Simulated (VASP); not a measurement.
# LiTaS3 in VASP: further runs, part 2 of 2

VASP 6.6.1.

## Step 4: Single point, PBE

This run uses another cell than the first one, of 17.32 Å³/atom, 0.774 times its volume.

Contents of INCAR:

```
SYSTEM = LiTaS3
PREC = Accurate
ENCUT = 520
EDIFF = 1E-6
ISMEAR = 0
SIGMA = 0.1
LREAL = .FALSE.
LASPH = .TRUE.
NELM = 100
ALGO = Normal
ISIF = 2
LWAVE = .FALSE.
LCHARG = .TRUE.
GGA = PE
LELF = .TRUE.
LVHAR = .TRUE.
NBANDS = 24
```

Contents of KPOINTS:

```
regular mesh
0
G
  4 4 4
  0 0 0
```

Contents of POSCAR:

```
LiTaS3
1.0
    3.1236395600     -3.1322563400      0.0000000000
    3.1236395600      3.1322563400      0.0000000000
    0.0000000000      0.0000000000      4.4263748700
Li Ta S
1 1 3
Direct
    0.5000000000      0.5000000000      0.5000000000
    0.0000000000      0.0000000000      0.0000000000
    0.0000000000      0.0000000000      0.5000000000
    0.5000000000      0.0000000000      0.0000000000
    0.0000000000      0.5000000000      0.0000000000
```

Potentials or basis: VASP PAW PBE potentials, release 64 (Li_sv, Ta_pv, S).

Command:

```console
$ cat potpaw_PBE.64/Li_sv/POTCAR potpaw_PBE.64/Ta_pv/POTCAR potpaw_PBE.64/S/POTCAR > POTCAR
$ mpirun -np 1 vasp_std > vasp.out
```

OUTCAR:

```text
SYSTEM = LiTaS3
   PREC = Accurate
   ENCUT = 520
   EDIFF = 1E-6
   ISMEAR = 0
   LREAL = .FALSE.
   LASPH = .TRUE.
   NELM = 100
   ISIF = 2
   GGA = PE

 ion  position               nearest neighbor table
   1  0.500  0.500  0.500-
   2  0.000  0.000  0.000-   4 2.21   5 2.21   5 2.21   4 2.21   3 2.21   3 2.21
   3  0.000  0.000  0.500-   2 2.21   2 2.21
   4  0.500  0.000  0.000-   2 2.21   2 2.21
   5  0.000  0.500  0.000-   2 2.21   2 2.21

  LATTYP: Found a base centered orthorhombic cell.
[... 765 lines left out ...]
  --------------------------------------------------------------------------------------
  -------------------------------------------------------------------------------------
  Total       19.4436538     19.4271252     19.3019936      0.0000000      0.0000000      0.0000000
  in kB      359.6599374    359.3541988    357.0395702      0.0000000      0.0000000      0.0000000
  external PRESSURE =     358.6845688 kB  Pullay stress =       0.0000000 kB

 VOLUME and BASIS-vectors are now :
 -----------------------------------------------------------------------------
  energy-cutoff  :      520.00
  volume of cell :       86.62
      direct lattice vectors                 reciprocal lattice vectors
     3.123639560 -3.132256340  0.000000000     0.160069685 -0.159629336  0.000000000
     3.123639560  3.132256340  0.000000000     0.160069685  0.159629336  0.000000000
     0.000000000  0.000000000  4.426374870     0.000000000  0.000000000  0.225918507

 POSITION                                       TOTAL-FORCE (eV/Angst)
 -----------------------------------------------------------------------------------
      3.12364      0.00000      2.21319         0.000000      0.000000      0.000000
      0.00000      0.00000      0.00000        -0.000000     -0.000000      0.000000
      0.00000      0.00000      2.21319        -0.000000      0.000000      0.000000
      1.56182     -1.56613      0.00000        -0.000000     -0.000000      0.000000
      1.56182      1.56613      0.00000        -0.000000      0.000000      0.000000
 -----------------------------------------------------------------------------------
    total drift:                                0.000000     -0.000000     -0.000000

  FREE ENERGIE OF THE ION-ELECTRON SYSTEM (eV)
  ---------------------------------------------------
  free  energy   TOTEN  =       -27.5938501991 eV

  energy  without entropy=      -27.5938501307  energy(sigma->0) =      -27.59385016
```

stdout:

```text
POSCAR found type information on POSCAR LiTaS
 POSCAR found :  3 types and       5 ions
 scaLAPACK will be used
 LDA part: xc-table for (Slater+PW92), standard interpolation
 POSCAR, INCAR and KPOINTS ok, starting setup
 FFT: planning ... GRIDC
 FFT: planning ... GRID_SOFT
 FFT: planning ... GRID
 WAVECAR not read
 entering main loop
```

Wall time 21 s (1 thread of AMD EPYC 9R45 (Zen 5), shared host); peak memory 0.19 GiB.

What came out:

| Property | Result |
| --- | --- |
| Free energy | -27.5939 eV |
| Band gap on the k mesh | zero (band 16 reaches 5.67 eV, above the bottom of band 17 at 4.59 eV) |

Levels at points of the mesh, in eV from the Fermi level:
```tsv
k point	band 14	band 15	band 16	band 17	band 18	band 19
(0.00, 0.00, 0.00)	-1.05	-1.05	-1.04	-0.35	-0.34	-0.33
(0.50, 0.00, 0.00)	-2.36	-0.94	-0.64	-0.64	3.15	3.29
(0.50, 0.50, 0.00)	-2.86	-2.47	0.34	3.41	3.41	3.52
(0.00, 0.00, 0.50)	-2.36	-0.95	-0.66	-0.62	3.15	3.30
(0.50, 0.00, 0.50)	-2.86	-2.46	0.34	3.40	3.41	3.52
(0.50, 0.50, 0.50)	0.38	0.38	0.39	1.95	3.69	3.70
```

Caveat: the cutoff is under 1.25 times the usual one of these potentials, so pressure, stress and relaxed cells hold a basis-set (Pulay) error; spin-orbit coupling is left out, which moves the levels of the heavy elements.

## Step 5: Single point, PBE

This run uses another cell than the first one, of 22.19 Å³/atom, 0.992 times its volume.

Contents of INCAR:

```
SYSTEM = LiTaS3
PREC     = Accurate       ! precision mode
ENCUT    = 520            ! plane-wave cutoff, eV
EDIFF    = 1E-7           ! SCF threshold, eV
ISMEAR   = 0              ! smearing method
SIGMA    = 0.1            ! smearing width, eV
LREAL    = .FALSE.        ! projectors in reciprocal space
LASPH    = .TRUE.         ! aspherical terms in the spheres
NELM     = 100            ! most SCF steps
ALGO     = Normal         ! electronic algorithm
ISIF     = 2              ! what is computed and relaxed
LWAVE    = .FALSE.        ! write WAVECAR
LCHARG   = .FALSE.        ! write CHGCAR
GGA      = PE             ! functional
NBANDS   = 24             ! bands
```

Contents of KPOINTS:

```
Automatic mesh
0
G
  4 4 4
  0 0 0
```

POSCAR, as its differences from that of step 4:

```diff
@@ -2,5 +2,5 @@
 1.0
-    3.1236395600     -3.1322563400      0.0000000000
-    3.1236395600      3.1322563400      0.0000000000
-    0.0000000000      0.0000000000      4.4263748700
+    3.3978134354     -3.3979737675      0.0000000000
+    3.3978134354      3.3979737675      0.0000000000
+    0.0000000000      0.0000000000      4.8055742268
 Li Ta S
```

Potentials or basis: VASP PAW PBE potentials, release 64 (Li_sv, Ta_pv, S).

Command:

```console
$ cat potpaw_PBE.64/Li_sv/POTCAR potpaw_PBE.64/Ta_pv/POTCAR potpaw_PBE.64/S/POTCAR > POTCAR
$ mpirun -np 1 vasp_std > vasp.out
```

OUTCAR:

```text
SYSTEM = LiTaS3
   PREC = Accurate
   ENCUT = 520
   EDIFF = 1E-7
   ISMEAR = 0
   LREAL = .FALSE.
   LASPH = .TRUE.
   NELM = 100
   ISIF = 2
   GGA = PE

 ion  position               nearest neighbor table
   1  0.500  0.500  0.500-
   2  0.000  0.000  0.000-   4 2.40   5 2.40   5 2.40   4 2.40   3 2.40   3 2.40
   3  0.000  0.000  0.500-   2 2.40   2 2.40
   4  0.500  0.000  0.000-   2 2.40   2 2.40
   5  0.000  0.500  0.000-   2 2.40   2 2.40

  LATTYP: Found a base centered orthorhombic cell.
[... 764 lines left out ...]
  --------------------------------------------------------------------------------------
  -------------------------------------------------------------------------------------
  Total        0.0519249      0.0505290      0.0461978      0.0000000      0.0000000      0.0000000
  in kB        0.7497063      0.7295521      0.6670169      0.0000000      0.0000000      0.0000000
  external PRESSURE =       0.7154251 kB  Pullay stress =       0.0000000 kB

 VOLUME and BASIS-vectors are now :
 -----------------------------------------------------------------------------
  energy-cutoff  :      520.00
  volume of cell :      110.97
      direct lattice vectors                 reciprocal lattice vectors
     3.397813435 -3.397973767  0.000000000     0.147153459 -0.147146516  0.000000000
     3.397813435  3.397973767  0.000000000     0.147153459  0.147146516  0.000000000
     0.000000000  0.000000000  4.805574227     0.000000000  0.000000000  0.208091677

 POSITION                                       TOTAL-FORCE (eV/Angst)
 -----------------------------------------------------------------------------------
      3.39781      0.00000      2.40279         0.000000      0.000000      0.000000
      0.00000      0.00000      0.00000        -0.000000      0.000000      0.000000
      0.00000      0.00000      2.40279         0.000000      0.000000      0.000000
      1.69891     -1.69899      0.00000         0.000000     -0.000000      0.000000
      1.69891      1.69899      0.00000         0.000000     -0.000000      0.000000
 -----------------------------------------------------------------------------------
    total drift:                                0.000000     -0.000000     -0.000000

  FREE ENERGIE OF THE ION-ELECTRON SYSTEM (eV)
  ---------------------------------------------------
  free  energy   TOTEN  =       -29.8116772842 eV

  energy  without entropy=      -29.8116035612  energy(sigma->0) =      -29.81164042
```

Run time: 25 s. Hardware: 1 thread of AMD EPYC 9R45 (Zen 5), shared host; peak memory 0.2 GiB.

What came out:

```yaml
Free_energy: -29.8117 eV
Band_gap_on_the_k_mesh: zero (band 16 reaches 3.15 eV, above the bottom of band 17 at 2.62 eV)
```

Levels at points of the mesh, in eV from the Fermi level:
```tsv
k point	band 13	band 14	band 15	band 16	band 17	band 18	band 19	band 20
(0.00, 0.00, 0.00)	-1.10	-0.53	-0.53	-0.53	-0.28	-0.28	-0.28	2.29
(0.50, 0.00, 0.00)	-2.56	-1.55	-0.68	-0.68	-0.22	2.33	2.64	2.64
(0.50, 0.50, 0.00)	-2.51	-2.05	-2.05	0.23	2.67	2.67	2.85	2.96
(0.00, 0.00, 0.50)	-2.56	-1.55	-0.68	-0.68	-0.22	2.33	2.64	2.64
(0.50, 0.00, 0.50)	-2.51	-2.05	-2.05	0.23	2.67	2.67	2.85	2.96
(0.50, 0.50, 0.50)	-4.52	0.25	0.25	0.25	2.70	3.06	3.06	3.06
```

Caveat: the cutoff is under 1.25 times the usual one of these potentials, so pressure, stress and relaxed cells hold a basis-set (Pulay) error; spin-orbit coupling is left out, which moves the levels of the heavy elements.

## Step 6: Relaxation of cell and atoms, PBE

This run uses another cell than the first one, of 17.32 Å³/atom, 0.774 times its volume.

Contents of INCAR:

```
SYSTEM = LiTaS3
  PREC = Accurate
  ENCUT = 600
  EDIFF = 1E-6
  ISMEAR = 0
  SIGMA = 0.1
  LREAL = .False.
  LASPH = .True.
  NELM = 100
  ALGO = Normal
  ISIF = 3
  LWAVE = .False.
  LCHARG = .False.
  GGA = PE
  IBRION = 2
  NSW = 90
  EDIFFG = -0.04
```

Contents of KPOINTS:

```
regular mesh
0
Gamma
  4 4 4
  0 0 0
```

POSCAR, as its differences from that of step 5:

```diff
@@ -2,5 +2,5 @@
 1.0
-    3.3978134354     -3.3979737675      0.0000000000
-    3.3978134354      3.3979737675      0.0000000000
-    0.0000000000      0.0000000000      4.8055742268
+    3.1236395600     -3.1322563400      0.0000000000
+    3.1236395600      3.1322563400      0.0000000000
+    0.0000000000      0.0000000000      4.4263748700
 Li Ta S
```

Potentials or basis: VASP PAW PBE potentials, release 64 (Li_sv, Ta_pv, S).

Command:

```console
$ cat potpaw_PBE.64/Li_sv/POTCAR potpaw_PBE.64/Ta_pv/POTCAR potpaw_PBE.64/S/POTCAR > POTCAR
$ mpirun -np 1 vasp_std > vasp.out
```

It took 61 s on 1 thread of AMD EPYC 9R45 (Zen 5), shared host; peak memory 0.21 GiB.

It converged, with:

```
Free energy                            : -29.8044 eV
Relaxed volume                         : 22.27 Å³/atom
Relaxed cell                           : a = 4.811 Å, b = 4.811 Å, c = 4.811 Å, α = 90.00°, β = 90.00°, γ = 90.15°
Space group after relaxing (to 0.05 Å) : Pm-3m (No. 221)
Energy gained by relaxing              : 441.9 meV/atom
Ionic steps                            : 4
Pressure after relaxing                : -0.2 GPa
Band gap on the k mesh                 : zero (band 16 reaches 3.12 eV, above the bottom of band 17 at 2.60 eV)
```

Stress tensor (GPa, compression positive):
```
-0.16  0.00  0.00
 0.00 -0.27  0.00
 0.00  0.00 -0.23
```

Step by step:
| step | energy change (eV) | largest force (eV/Å) | pressure (GPa) | volume (Å³) |
| --- | --- | --- | --- | --- |
| 1 | 0.0000 | 0.0000 | 35.89 | 86.62 |
| 2 | -0.5171 | 0.0000 | -12.52 | 144.94 |
| 3 | -2.2072 | 0.0000 | -0.78 | 112.10 |
| 4 | -2.2096 | 0.0000 | -0.22 | 111.34 |

Final structure:
```
Li Ta S
1.0
     3.39711   -3.40625    0.00000
     3.39711    3.40625    0.00000
     0.00000    0.00000    4.81107
Li Ta S
1 1 3
Direct
  0.50000 0.50000 0.50000
  0.00000 0.00000 0.00000
  0.00000 0.00000 0.50000
  0.50000 0.00000 0.00000
  0.00000 0.50000 0.00000
```

Levels at points of the mesh, in eV from the Fermi level:
```
           k point  band 12  band 13  band 14  band 15  band 16  band 17  band 18  band 19  band 20
(0.00, 0.00, 0.00)    -1.10    -1.09    -0.54    -0.53    -0.53    -0.27    -0.27    -0.27     2.28
(0.50, 0.00, 0.00)    -3.01    -2.55    -1.55    -0.68    -0.68    -0.21     2.32     2.63     2.63
(0.50, 0.50, 0.00)    -2.91    -2.51    -2.04    -2.04     0.22     2.65     2.66     2.83     2.94
(0.00, 0.00, 0.50)    -3.01    -2.56    -1.55    -0.70    -0.67    -0.21     2.32     2.62     2.63
(0.50, 0.00, 0.50)    -2.92    -2.51    -2.04    -2.04     0.22     2.66     2.66     2.83     2.94
(0.50, 0.50, 0.50)    -4.51    -4.50     0.25     0.25     0.25     2.71     3.04     3.04     3.04
```

Caveat: the cutoff is under 1.25 times the usual one of these potentials, so pressure, stress and relaxed cells hold a basis-set (Pulay) error; the volume moved by over 15 % at a fixed basis, so the end points are rough; spin-orbit coupling is left out, which moves the levels of the heavy elements.

## Step 7: The runs side by side

| task | cell | k mesh | cutoff (eV) | gap on the mesh (eV) | pressure (GPa) | relaxed volume (Å³/atom) |
| --- | --- | --- | --- | --- | --- | --- |
| single point | a = 4.819 Å, 5 atoms | 8 × 8 × 8 | 520 | none | - | - |
| relaxation of cell and atoms | relaxed from a = 4.805 Å, 5 atoms | 8 × 8 × 8 | 600 | none | 0.0 | 22.38 |
| single point | a = 4.424, b = 4.424, c = 4.426 Å, angles 90.0, 90.0, 90.2°, 5 atoms | 4 × 4 × 4 | 520 | none | - | - |
| single point | a = 4.805 Å, 5 atoms | 4 × 4 × 4 | 520 | none | - | - |
| relaxation of cell and atoms | relaxed from a = 4.424, b = 4.424, c = 4.426 Å, angles 90.0, 90.0, 90.2°, 5 atoms | 4 × 4 × 4 | 600 | none | -0.2 | 22.27 |

Alike in all rows: level PBE; potentials or basis VASP PAW PBE potentials, release 64 (Li_sv, Ta_pv, S); no spin polarisation; smearing gaussian 0.1 eV.

Caveats: the cutoff is under 1.25 times the usual one of these potentials, so pressure, stress and relaxed cells hold a basis-set (Pulay) error; spin-orbit coupling is left out, which moves the levels of the heavy elements; the volume moved by over 15 % at a fixed basis, so the end points are rough (some runs).

Total energies depend on the potentials used, so only differences within one code and one set of settings carry meaning.
